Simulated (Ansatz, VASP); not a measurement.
Given: the input of a run of VASP 6.6.1 on Co.

The input INCAR:

```
PREC     = Accurate       # precision mode
ENCUT    = 520            # plane-wave cutoff, eV
EDIFF    = 1E-6           # SCF threshold, eV
ISMEAR   = -1             # smearing method
SIGMA    = 0.05           # smearing width, eV
LREAL    = False          # projectors in reciprocal space
LASPH    = True           # aspherical terms in the spheres
NELM     = 150            # most SCF steps
ALGO     = Fast           # electronic algorithm
ISIF     = 2              # what is computed and relaxed
LWAVE    = False          # write WAVECAR
LCHARG   = True           # write CHGCAR
ISPIN    = 2              # spin polarisation
MAGMOM   = 2 2            # initial moments
LORBIT   = 11             # projections on sites
LMAXMIX  = 4              # l up to which the mixer works
GGA      = PE             # functional
ALDAC    = 0.0          
AGGAC    = 0.0          
LELF     = True           # ELF
LVHAR    = True         
NBANDS   = 20             # bands
```

File KPOINTS:

```
Automatic mesh
0
Gamma
  12 12 7
```

Contents of POSCAR:

```
Co
1.0
    2.4883712406      0.0000000000      0.0000000000
   -1.2441856203      2.1549927084      0.0000000000
    0.0000000000      0.0000000000      4.0477749493
Co
2
Direct
    0.6666666667      0.3333333333      0.7500000000
    0.3333333333      0.6666666667      0.2500000000
```

Potentials or basis: VASP PAW PBE potentials, release 64 (Co).

Command:

```sh
$ cat potpaw_PBE.64/Co/POTCAR > POTCAR
$ mpirun -np 1 vasp_std > vasp.out
```

Problem. Set up the same calculation for Ansatz 0.2.0. Potentials there: Ansatz PAW.

Solution. As run (the cutoff follows the program's own potentials):

Contents of input.yaml:

```yaml
crystal:
  lattice:
    - [2.4883712406, 0.0, 0.0]
    - [-1.2441856203, 2.1549927084, 0.0]
    - [0.0, 0.0, 4.0477749493]
  atoms:
    - { symbol: Co, position: [0.6666666667, 0.3333333333, 0.75], spin: 2.0 }
    - { symbol: Co, position: [0.3333333333, 0.6666666667, 0.25], spin: 2.0 }
hamiltonian:
  xc: { exchange: pbe, correlation: none }
  pseudopotentials: { kind: paw }
magnetization:
  spin_polarized: true
kpoints:
  mp_grid: { grid: [12, 12, 7] }
scf:
  occupations: { method: fermi_dirac, width: 0.05 }
output:
  forces: true
  stress: true
  eigenvalues: true
```

Potentials or basis: Ansatz PAW.

Command:

```console
$ ansatz run input.yaml --threads 2 --pin off --max-ram 5120MiB --backend cpu --events-out ev --progress --plain --runs-dir out
```

Both were run:

|  | VASP | Ansatz | Ansatz less VASP |
| --- | --- | --- | --- |
| gap on the k mesh at the Fermi level (eV) | none | none | - |
| pressure (GPa) | 27.3 | 28.2 | +0.87 |
| traceless stress, the component that is largest in VASP (GPa) | -1.65 | -1.58 | +0.065 |
| net moment per atom (μB) | 1.66 | 1.67 | +0.005 |
| size of the moment on the site where the two differ most (μB) | 1.69 | 1.76 | +0.070 |

VASP's potentials were made for PBE, not for PBE exchange alone. Site moments also hang on the region over which each program counts them. A gap of «none» marks a metal or a gap that the smearing closes. VASP's potentials hold 18 valence electrons a cell and Ansatz's 34, so a difference there can come from the potentials and not from the codes.
